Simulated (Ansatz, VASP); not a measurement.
**Two plane-wave programs on MgO**

```xyz
2
Lattice="2.9821 0.0000 0.0000 -1.4910 2.5826 0.0000 0.0000 0.0000 2.7199" Properties=species:S:1:pos:R:3 pbc="T T T"
Mg    0.0000    0.0000    0.0000
O     0.0000    1.7217    1.3599
```

Change from the starting cell: strain +0.015 along x and y, +0.015 along z, atoms carried along.

Alike in both runs: task single point; functional LDA; k mesh 9 × 9 × 8; occupations gaussian, width 0.05 eV; no spin polarisation.

|  | VASP | Ansatz |
| --- | --- | --- |
| version | VASP 6.6.1 | Ansatz 0.2.0 |
| potentials or method | VASP PAW LDA potentials, release 64 (Mg_sv, O), cutoff 750 eV | scalar-relativistic, plane waves, PAW |
| valence electrons in the cell | 16 | 16 |

Ansatz gave:

* gap on the k mesh at the Fermi level (eV): 2.63
* least direct gap on the mesh (eV): 3.02
* pressure (GPa): -14.2
* traceless stress, the component that is largest in VASP (GPa): -1.72

Question: Estimate VASP's values.

Answer: gap on the k mesh at the Fermi level (eV): 2.64; least direct gap on the mesh (eV): 3.04; pressure (GPa): -14.5; traceless stress, the component that is largest in VASP (GPa): -1.64.

LDA's correlation is that of Perdew and Zunger in VASP and of Perdew and Wang (1992) in Ansatz.
